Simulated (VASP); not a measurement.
# SnTe in VASP: further runs, part 3 of 3

VASP 6.6.1.

## 6. Single point, PBEsol+D3(BJ)

This run uses another cell than the first one, of 33.16 Å³/atom, 1.060 times its volume.

Contents of INCAR:

```
PREC = Accurate
ENCUT = 520
EDIFF = 1E-6
ISMEAR = -1
SIGMA = 0.05
LREAL = F
LASPH = T
NELM = 60
ALGO = Normal
ISIF = 2
LWAVE = F
LCHARG = T
GGA = PS
IVDW = 12
LELF = T
LVHAR = T
NBANDS = 17
```

Contents of KPOINTS:

```
regular mesh
0
Gamma
  7 7 7
```

Contents of POSCAR:

```
SnTe
1.0
    0.0000000000      3.2126470615      3.2126470615
    3.2126470615      0.0000000000      3.2126470615
    3.2126470615      3.2126470615      0.0000000000
Te Sn
1 1
Direct
    0.5000000000      0.5000000000      0.5000000000
    0.0000000000      0.0000000000      0.0000000000
```

Potentials or basis: VASP PAW PBE potentials, release 64 (Te, Sn_d).

On the command line:

```sh
cat potpaw_PBE.64/Te/POTCAR potpaw_PBE.64/Sn_d/POTCAR > POTCAR
mpirun -np 1 vasp_std > vasp.out
```

OUTCAR:

```text
PREC = Accurate
   ENCUT = 520
   EDIFF = 1E-6
   ISMEAR = -1
   LREAL = F
   LASPH = T
   NELM = 60
   ISIF = 2
   GGA = PS
   IVDW = 12
 IVDW          = 12

 ion  position               nearest neighbor table
   1  0.500  0.500  0.500-   2 3.21   2 3.21   2 3.21   2 3.21   2 3.21   2 3.21
   2  0.000  0.000  0.000-   1 3.21   1 3.21   1 3.21   1 3.21   1 3.21   1 3.21

  LATTYP: Found a face centered cubic cell.
 ALAT       =     6.4252941230

  Lattice vectors:

 A1 = (   0.0000000000,   3.2126470615,   3.2126470615)
 A2 = (   3.2126470615,   0.0000000000,   3.2126470615)
 A3 = (   3.2126470615,   3.2126470615,   0.0000000000)

Analysis of symmetry for initial positions (statically):
[... 33 lines left out ...]
                                     Primitive cell

  volume of cell :      66.3161

  direct lattice vectors                    reciprocal lattice vectors
     0.000000000  3.212647061  3.212647061    -0.155634899  0.155634899  0.155634899
     3.212647061  0.000000000  3.212647061     0.155634899 -0.155634899  0.155634899
     3.212647061  3.212647061  0.000000000     0.155634899  0.155634899 -0.155634899

  length of vectors
     4.543369045  4.543369045  4.543369045     0.269567552  0.269567552  0.269567552

  position of ions in fractional coordinates (direct lattice)
     0.500000000  0.500000000  0.500000000
     0.000000000  0.000000000  0.000000000

  ion indices of the primitive-cell ions
   primitive index   ion index
                 1           1
                 2           2

----------------------------------------------------------------------------------------

 KPOINTS: regular mesh

Automatic generation of k-mesh.
 Grid dimensions read from file:
 generate k-points for:    7    7    7

 Generating k-lattice:

  Cartesian coordinates                     Fractional coordinates (reciprocal lattice)
    -0.022233557  0.022233557  0.022233557     0.142857143  0.000000000  0.000000000
     0.022233557 -0.022233557  0.022233557     0.000000000  0.142857143  0.000000000
[... 70 lines left out ...]
   IALGO  =     38    algorithm
   IMIX   =      4    mixing-type and parameters
     AMIX     =   0.40;   BMIX     =  1.00
     AMIX_MAG =   1.60;   BMIX_MAG =  1.00
  volume/ion in A,a.u.               =      33.16       223.76
  Fermi-wavevector in a.u.,A,eV,Ry     =   1.097855  2.074646 16.398918  1.205287
  Thomas-Fermi vector in A             =   2.234223
   LORBIT       =      0    0 simple, 1 ext, 2 COOP (PROOUT), +10 PAW based schemes
   GGA     = PS    functional components
   LHFCALC =     F    Hartree Fock is set to
   AEXX    =    0.0000 exact exchange contribution
   IVDW    =    12    specifies the selected vdW correction
   LEPSILON=     F    determine dielectric tensor
   LRPA    =     F    only Hartree local field effects (RPA)
 non-spin polarized calculation
  energy-cutoff  :      520.00
  volume of cell :       66.32
 maximum number of plane-waves:      1807
 NGX is ok and might be reduce to    36
   NGX = 17   NGY = 17   NGZ = 17

 number of electron      20.0000006 magnetization

 Free energy of the ion-electron system (eV)
  ---------------------------------------------------
  ext. energy  EPLUGINS =         0.00000000
  ---------------------------------------------------
  free energy    TOTEN  =        -8.30790223 eV

  energy without entropy =       -8.30783926  energy(sigma->0) =       -8.30787075

 E-fermi :   6.0941     XC(G=0):  -9.3985

 val. band max:        5.7679623004   @ k =   0.4286   0.0000   0.0000
 cond. band min:       6.4232113886   @ k =   0.4286   0.0000   0.0000
 fundamental gap:      0.6552490881
 Fermi energy:         6.0941478303

 k-point     1 :       0.0000    0.0000    0.0000
  band No.  band energies     occupation
      1     -15.6703      2.00000
      2     -15.6703      2.00000
      3     -15.6664      2.00000
      4     -15.6664      2.00000
      5     -15.6664      2.00000
      6      -6.3110      2.00000
[... 377 lines left out ...]
      4     -15.6624      2.00000
      5     -15.6583      2.00000
      6      -4.8701      2.00000
[... 9 lines left out ...]
     16      15.7764      0.00000
     17      16.2589      0.00000

------------------------ aborting loop because EDIFF is reached ----------------------------------------

 Edisp (eV)   -0.73386

 E8    (eV) :    -0.5075

  FORCE on cell =-STRESS in cart. coord.  units (eV):
  Direction    XX          YY          ZZ          XY          YZ          ZX
  --------------------------------------------------------------------------------------
  -------------------------------------------------------------------------------------
  Total      -1.80663    -1.80663    -1.80663    -0.00000    -0.00000     0.00000
  in kB     -43.64756   -43.64756   -43.64756    -0.00000    -0.00000     0.00000
  external pressure =      -43.65 kB  Pullay stress =        0.00 kB

 VOLUME and BASIS-vectors are now :
 -----------------------------------------------------------------------------
  energy-cutoff  :      520.00
  volume of cell :       66.32
      direct lattice vectors                 reciprocal lattice vectors
     0.000000000  3.212647061  3.212647061    -0.155634899  0.155634899  0.155634899
     3.212647061  0.000000000  3.212647061     0.155634899 -0.155634899  0.155634899
     3.212647061  3.212647061  0.000000000     0.155634899  0.155634899 -0.155634899

 POSITION                                       TOTAL-FORCE (eV/Angst)
 -----------------------------------------------------------------------------------
      3.21265      3.21265      3.21265         0.000000      0.000000      0.000000
      0.00000      0.00000      0.00000        -0.000000     -0.000000     -0.000000
 -----------------------------------------------------------------------------------
    total drift:                               -0.000000      0.000000      0.000000

  FREE ENERGIE OF THE ION-ELECTRON SYSTEM (eV)
  ---------------------------------------------------
  free  energy   TOTEN  =        -9.0417608481 eV

  energy  without entropy=       -9.0416978711  energy(sigma->0) =       -9.04172936
```

stdout:

```text
POSCAR found type information on POSCAR TeSn
 POSCAR found :  2 types and       2 ions
 scaLAPACK will be used
 -----------------------------------------------------------------------------
|                                                                             |
|                                                                             |
|     You enforced a specific xc type in the INCAR file but a different       |
|     I HOPE YOU KNOW WHAT YOU ARE DOING!                                     |
|                                                                             |
 -----------------------------------------------------------------------------

 LDA part: xc-table for (Slater+PW92), standard interpolation
 POSCAR, INCAR and KPOINTS ok, starting setup
 FFT: planning ... GRIDC
 FFT: planning ... GRID_SOFT
 FFT: planning ... GRID
 WAVECAR not read
 entering main loop
```

Run time: 23 s. Hardware: 1 thread of Intel Xeon Platinum 8259CL at 2.50GHz (Skylake/Cascade Lake), shared host; peak memory 0.21 GiB.

Results:

| Quantity | Value |
| --- | --- |
| Free energy | -9.0418 eV |
| Pressure | -4.4 GPa |
| Dispersion energy per atom | -0.367 eV |

Levels at points of the mesh, in eV from the Fermi level:
```tsv
k point	band 7	band 8	band 9	band 10	band 11	band 12	band 13	band 14
(0.00, 0.00, 0.00)	-4.93	-1.98	-1.98	-1.98	3.21	3.21	3.21	4.82
```

Caveat: this odd mesh misses L, where the gap lies, so gap, dielectric constants and Born charges aren't listed; the PAW data sets were made with another functional, which shifts forces and pressure a little; spin-orbit coupling is left out, which moves the levels of the heavy elements.

## 7. The runs side by side

| task | level | cell | k mesh | cutoff (eV) | grid for exact exchange (PRECFOCK) | share of exact exchange | screening parameter | gap on the mesh (eV) | pressure (GPa) |
| --- | --- | --- | --- | --- | --- | --- | --- | --- | --- |
| relaxation of cell and atoms | r2SCAN+rVV10 | relaxed from a = 4.456 Å, angles 60.0°, 2 atoms | 7 × 7 × 7 | 600 | - | - | - | - | 0.0 |
| single point | PBEsol | a = 4.456 Å, angles 60.0°, 2 atoms | 7 × 7 × 7 | 520 | - | - | - | 0.66 | -0.3 |
| single point | PBE-based screened hybrid | a = 4.496 Å, angles 60.0°, 2 atoms | 4 × 4 × 4 | 520 | Normal | 0.25 | 0.3 1/Å | 0.07 | -0.3 |
| single point | PBEsol+D3(BJ) | a = 4.515 Å, angles 60.0°, 2 atoms | 7 × 7 × 7 | 520 | - | - | - | - | -3.8 |
| single point | PBEsol+D3(BJ) | a = 4.543 Å, angles 60.0°, 2 atoms | 7 × 7 × 7 | 520 | - | - | - | - | -4.4 |

Alike in all rows: potentials or basis VASP PAW PBE potentials, release 64 (Te, Sn_d); no spin polarisation; smearing fermi-dirac 0.05 eV.

Caveats: some runs use coarse meshes; the PAW data sets were made with another functional, which shifts forces and pressure a little; spin-orbit coupling is left out, which moves the levels of the heavy elements.

Absolute energies hang on the potentials; compare differences alone.
